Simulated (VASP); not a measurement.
# BAs (P-6m2) in VASP: single point with PBE

Aim: the single point of BAs with PBE.

All numbers are computed with VASP 6.6.1; they aren't measurements. Logs are shortened: lines on timing, memory, paths and dates and some standing lists are left out, and cuts for length are marked.

### Step 1. The cell of the first run

The structure is hexagonal, space group P-6m2 (No. 187). The conventional cell has a = 3.384 Å, b = 3.384 Å, c = 5.121 Å, α = 90.00°, β = 90.00°, γ = 120.00°. Within 2.6 Å of B (site symmetry -6m2) lie 3 As at 1.95 Å. As (site symmetry -6m2) has 3 B at 1.95 Å within 2.6 Å.

### Step 2. Single point, PBE

INCAR reads:

```
PREC = Accurate ; ENCUT = 520
EDIFF = 1E-6 ; ISMEAR = 0
SIGMA = 0.02 ; LREAL = False
LASPH = True ; NELM = 80
ALGO = Normal ; ISIF = 2
LWAVE = False ; LCHARG = False
GGA = PE ; NBANDS = 11
```

KPOINTS reads:

```
Automatic mesh
0
Gamma
  12 12 8
```

POSCAR reads:

```
BAs
1.0
    3.3839707244      0.0000000000      0.0000000000
   -1.6919853622      2.9306046130      0.0000000000
    0.0000000000      0.0000000000      5.1205753876
B As
1 1
Direct
    0.6666666667      0.3333333333      0.5000000000
    0.3333333333      0.6666666667      0.5000000000
```

Potentials or basis: VASP PAW PBE potentials, release 64 (B, As).

On the command line:

```sh
> cat potpaw_PBE.64/B/POTCAR potpaw_PBE.64/As/POTCAR > POTCAR
> mpirun -np 1 vasp_std > vasp.out
```

OUTCAR:

```text
PREC = Accurate
   ENCUT = 520
   EDIFF = 1E-6
   ISMEAR = 0
   LREAL = False
   LASPH = True
   NELM = 80
   ISIF = 2
   GGA = PE

 ion  position               nearest neighbor table
   1  0.667  0.333  0.500-   2 1.95   2 1.95   2 1.95
   2  0.333  0.667  0.500-   1 1.95   1 1.95   1 1.95

  LATTYP: Found a hexagonal cell.
 ALAT       =     3.3839707244
 C/A-ratio  =     1.5131854867

  Lattice vectors:

 A1 = (   3.3839707244,   0.0000000000,   0.0000000000)
 A2 = (  -1.6919853622,   2.9306046130,   0.0000000000)
 A3 = (   0.0000000000,   0.0000000000,   5.1205753876)

Analysis of symmetry for initial positions (statically):
=====================================================================
 Subroutine PRICEL returns:
 Original cell was already a primitive cell.

 Routine SETGRP: Setting up the symmetry group for a
 hexagonal supercell.

 Subroutine GETGRP returns: Found 12 space group operations
 (whereof 12 operations were pure point group operations)
 out of a pool of 24 trial point group operations.

The static configuration has the point symmetry D_3h.

Analysis of symmetry for dynamics (positions and initial velocities):
=====================================================================
 Subroutine PRICEL returns:
 Original cell was already a primitive cell.

 Routine SETGRP: Setting up the symmetry group for a
 hexagonal supercell.

 Subroutine GETGRP returns: Found 12 space group operations
 (whereof 12 operations were pure point group operations)
 out of a pool of 24 trial point group operations.

The dynamic configuration has the point symmetry D_3h.

 Subroutine INISYM returns: Found 12 space group operations
 (whereof 12 operations are pure point group operations),
 and found     1 'primitive' translations

----------------------------------------------------------------------------------------

                                     Primitive cell

  volume of cell :      50.7812

  direct lattice vectors                    reciprocal lattice vectors
     3.383970724  0.000000000  0.000000000     0.295510831  0.170613258  0.000000000
    -1.691985362  2.930604613  0.000000000     0.000000000  0.341226515  0.000000000
     0.000000000  0.000000000  5.120575388     0.000000000  0.000000000  0.195290553

  length of vectors
     3.383970724  3.383970724  5.120575388     0.341226515  0.341226515  0.195290553

  position of ions in fractional coordinates (direct lattice)
     0.666666667  0.333333333  0.500000000
     0.333333333  0.666666667  0.500000000

  ion indices of the primitive-cell ions
   primitive index   ion index
                 1           1
                 2           2

----------------------------------------------------------------------------------------

 KPOINTS: Automatic mesh

Automatic generation of k-mesh.
 Grid dimensions read from file:
 generate k-points for:   12   12    8

 Generating k-lattice:

  Cartesian coordinates                     Fractional coordinates (reciprocal lattice)
     0.024625903  0.014217771  0.000000000     0.083333333 -0.000000000  0.000000000
     0.000000000  0.028435543  0.000000000     0.000000000  0.083333333  0.000000000
     0.000000000  0.000000000  0.024411319     0.000000000  0.000000000  0.125000000

  Length of vectors
     0.028435543  0.028435543  0.024411319

  Shift w.r.t. Gamma in fractional coordinates (k-lattice)
     0.000000000  0.000000000  0.000000000

 Subroutine IBZKPT returns following result:
 ===========================================

 Found     95 irreducible k-points:

 Following reciprocal coordinates:
            Coordinates               Weight
  0.000000  0.000000  0.000000      1.000000
  0.083333  0.000000  0.000000      6.000000
  0.166667  0.000000  0.000000      6.000000
  0.250000  0.000000  0.000000      6.000000
  0.333333  0.000000  0.000000      6.000000
  0.416667  0.000000  0.000000      6.000000
[... 16 lines left out ...]
  0.250000  0.000000  0.125000     12.000000
  0.333333  0.000000  0.125000     12.000000
 [... further k-points ...]
   k-points           NKPTS =     95   k-points in BZ     NKDIM =     95   number of bands    NBANDS=     11
   number of dos      NEDOS =    301   number of ions     NIONS =      2
   total plane-waves  NPLWV =  31360
   dimension x,y,z NGX =    28 NGY =   28 NGZ =   40
   dimension x,y,z NGXF=    56 NGYF=   56 NGZF=   80
   ions per type =               1   1
   NGX,Y,Z   is equivalent  to a cutoff of  13.76, 13.76, 12.99 a.u.
   NGXF,Y,Z  is equivalent  to a cutoff of  27.51, 27.51, 25.97 a.u.
 SYSTEM =  unknown system
   PREC   = accura    normal or accurate (medium, high low for compatibility)
   ISTART =      0    job   : 0-new  1-cont  2-samecut
   ICHARG =      2    charge: 1-file 2-atom 10-const
   ISPIN  =      1    spin polarized calculation?
   LNONCOLLINEAR =      F non collinear calculations
   LSORBIT =      F    spin-orbit coupling
   LASPH  =      T    aspherical Exc in radial PAW
   ENCUT  =  520.0 eV  38.22 Ry    6.18 a.u.   6.29  6.29  9.52*2*pi/ulx,y,z
   NELM   =     80;   NELMIN=  2; NELMDL= -5     # of ELM steps
   EDIFF  = 0.1E-05   stopping-criterion for ELM
   LREAL  =      F    real-space projection
   EDIFFG = 0.1E-04   stopping-criterion for IOM
   NSW    =      0    number of steps for IOM
   IBRION =     -1    ionic relax: 0-MD 1-quasi-New 2-CG
   NFREE  =      0    steps in history (QN), initial steepest desc. (CG)
   ISIF   =      2    stress and relaxation
   ISYM   =      2    0-nonsym 1-usesym 2-fastsym
   POTIM  = 0.5000    time-step for ionic-motion
   TEBEG  =    0.0;   TEEND  =   0.0 temperature during run
   PSTRESS=    0.0 pullay stress
   NELECT =       8.0000    total number of electrons
   NUPDOWN=      -1.0000    fix difference up-down
   EMIN   =  10.00;   EMAX   =-10.00  energy-range for DOS
   EFERMI =   0.00;   METHOD = LEGACY
   ISMEAR =     0;   SIGMA  =   0.02  broadening in eV -4-tet -1-fermi 0-gaus
   EFERMI_NEDOS =   21; number of points for ismear=-14 and -15
   IALGO  =     38    algorithm
   IMIX   =      4    mixing-type and parameters
     AMIX     =   0.40;   BMIX     =  1.00
     AMIX_MAG =   1.60;   BMIX_MAG =  1.00
  volume/ion in A,a.u.               =      25.39       171.34
  Fermi-wavevector in a.u.,A,eV,Ry     =   0.884173  1.670845 10.636519  0.781762
  Thomas-Fermi vector in A             =   2.005038
   LORBIT       =      0    0 simple, 1 ext, 2 COOP (PROOUT), +10 PAW based schemes
   GGA     = PE    functional components
   LHFCALC =     F    Hartree Fock is set to
   AEXX    =    0.0000 exact exchange contribution
   IVDW    =     0    specifies the selected vdW correction
   LEPSILON=     F    determine dielectric tensor
   LRPA    =     F    only Hartree local field effects (RPA)
 non-spin polarized calculation
 Gauss-broadening in eV      SIGMA  =   0.02
  energy-cutoff  :      520.00
  volume of cell :       50.78
 maximum number of plane-waves:      1387
 NGX is ok and might be reduce to    28
   NGX = 13   NGY = 13   NGZ = 19

 number of electron       8.0000001 magnetization

 Free energy of the ion-electron system (eV)
  ---------------------------------------------------
  ext. energy  EPLUGINS =         0.00000000
  ---------------------------------------------------
  free energy    TOTEN  =       -10.64575032 eV

  energy without entropy =      -10.64575032  energy(sigma->0) =      -10.64575032

 E-fermi :   1.1534     XC(G=0):  -7.2699

 val. band max:        1.0074721688   @ k =   0.3333   0.3333   0.0000
 cond. band min:       1.4451526695   @ k =   0.3333   0.3333   0.5000
 fundamental gap:      0.4376805007
 Fermi energy:         1.1534496023

 k-point     1 :       0.0000    0.0000    0.0000
  band No.  band energies     occupation
      1     -12.9937      2.00000
      2      -2.8698      2.00000
      3      -0.6983      2.00000
      4      -0.6983      2.00000
      5       3.9747      0.00000
      6       4.5966      0.00000
      7       5.6361      0.00000
      8       5.6361      0.00000
      9       8.4232      0.00000
     10      12.2151      0.00000
     11      14.8790      0.00000

 k-point     2 :       0.0833    0.0000    0.0000
  band No.  band energies     occupation
      1     -12.8975      2.00000
      2      -2.7620      2.00000
      3      -1.3346      2.00000
      4      -0.9086      2.00000
      5       4.0901      0.00000
      6       4.7546      0.00000
      7       5.9072      0.00000
      8       6.0562      0.00000
      9       8.0220      0.00000
     10      12.7339      0.00000
     11      14.3300      0.00000

 k-point     3 :       0.1667    0.0000    0.0000
  band No.  band energies     occupation
      1     -12.6122      2.00000
      2      -2.7152      2.00000
      3      -2.4421      2.00000
      4      -1.3959      2.00000
      5       4.3814      0.00000
      6       4.5345      0.00000
      7       7.0003      0.00000
      8       7.0950      0.00000
      9       7.1667      0.00000
     10      13.4004      0.00000
     11      14.0348      0.00000

 k-point     4 :       0.2500    0.0000    0.0000
  band No.  band energies     occupation
      1     -12.1509      2.00000
      2      -4.2617      2.00000
      3      -1.9316      2.00000
      4      -1.9218      2.00000
      5       4.0145      0.00000
      6       5.0189      0.00000
      7       5.6761      0.00000
      8       8.5802      0.00000
      9       8.7158      0.00000
     10      12.5111      0.00000
     11      13.6153      0.00000

 k-point     5 :       0.3333    0.0000    0.0000
  band No.  band energies     occupation
      1     -11.5495      2.00000
      2      -5.7167      2.00000
      3      -2.3757      2.00000
      4      -1.2323      2.00000
      5       3.6319      0.00000
      6       4.2968      0.00000
      7       5.8041      0.00000
      8       9.7037      0.00000
      9      10.4987      0.00000
     10      11.8361      0.00000
     11      12.5854      0.00000
[... 211 lines left out ...]
 k-point    21 :       0.0833    0.0000    0.1250
  band No.  band energies     occupation
      1     -12.8943      2.00000
      2      -2.8317      2.00000
      3      -1.3334      2.00000
      4      -0.9077      2.00000
      5       4.3552      0.00000
      6       4.7715      0.00000
      7       5.9124      0.00000
      8       6.0591      0.00000
      9       8.0050      0.00000
     10      12.7501      0.00000
     11      13.5849      0.00000

 k-point    22 :       0.1667    0.0000    0.1250
  band No.  band energies     occupation
      1     -12.6091      2.00000
      2      -2.7136      2.00000
      3      -2.5105      2.00000
      4      -1.3949      2.00000
      5       4.4539      0.00000
      6       4.7391      0.00000
      7       6.9767      0.00000
      8       7.1029      0.00000
      9       7.1697      0.00000
     10      12.9917      0.00000
     11      14.0776      0.00000

 k-point    23 :       0.2500    0.0000    0.1250
  band No.  band energies     occupation
      1     -12.1478      2.00000
      2      -4.2595      2.00000
      3      -1.9884      2.00000
      4      -1.9305      2.00000
      5       4.0213      0.00000
      6       5.2614      0.00000
      7       5.6655      0.00000
      8       8.5940      0.00000
      9       8.7191      0.00000
     10      12.2185      0.00000
     11      13.4725      0.00000

 k-point    24 :       0.3333    0.0000    0.1250
  band No.  band energies     occupation
      1     -11.5466      2.00000
      2      -5.7140      2.00000
      3      -2.3745      2.00000
      4      -1.2956      2.00000
      5       3.6384      0.00000
      6       4.2405      0.00000
      7       6.0740      0.00000
      8       9.7553      0.00000
      9      10.5029      0.00000
     10      11.5773      0.00000
     11      12.9480      0.00000

 [... further k-points ...]

------------------------ aborting loop because EDIFF is reached ----------------------------------------

  FORCE on cell =-STRESS in cart. coord.  units (eV):
  Direction    XX          YY          ZZ          XY          YZ          ZX
  --------------------------------------------------------------------------------------
  -------------------------------------------------------------------------------------
  Total        0.1971245      0.1971245      0.0090348      0.0000000     -0.0000000     -0.0000000
  in kB        6.2194028      6.2194028      0.2850543      0.0000000     -0.0000000     -0.0000000
  external PRESSURE =       4.2412866 kB  Pullay stress =       0.0000000 kB

 VOLUME and BASIS-vectors are now :
 -----------------------------------------------------------------------------
  energy-cutoff  :      520.00
  volume of cell :       50.78
      direct lattice vectors                 reciprocal lattice vectors
     3.383970724  0.000000000  0.000000000     0.295510831  0.170613258  0.000000000
    -1.691985362  2.930604613  0.000000000     0.000000000  0.341226515  0.000000000
     0.000000000  0.000000000  5.120575388     0.000000000  0.000000000  0.195290553

 POSITION                                       TOTAL-FORCE (eV/Angst)
 -----------------------------------------------------------------------------------
      1.69199      0.97687      2.56029        -0.000000     -0.000000      0.000000
     -0.00000      1.95374      2.56029         0.000000      0.000000      0.000000
 -----------------------------------------------------------------------------------
    total drift:                                0.000000     -0.000000     -0.000000

  FREE ENERGIE OF THE ION-ELECTRON SYSTEM (eV)
  ---------------------------------------------------
  free  energy   TOTEN  =       -10.6457503184 eV

  energy  without entropy=      -10.6457503184  energy(sigma->0) =      -10.64575032
```

Run time: 1.8 min. Hardware: 1 thread of Intel Xeon 8259CL, shared host; peak memory 0.21 GiB.

Results:

```
Free energy            : -10.6458 eV
Pressure               : 0.4 GPa
Band gap on the k mesh : 0.44 eV, indirect (least direct gap 0.71 eV)
```

Stress tensor (GPa, compression positive):
```
0.62 0.00 0.00
0.00 0.62 0.00
0.00 0.00 0.03
```

Caveat: this functional lacks dispersion, which binds the layers, so the pressure and a relaxed spacing across them are unreliable. A k mesh can miss the band edges.
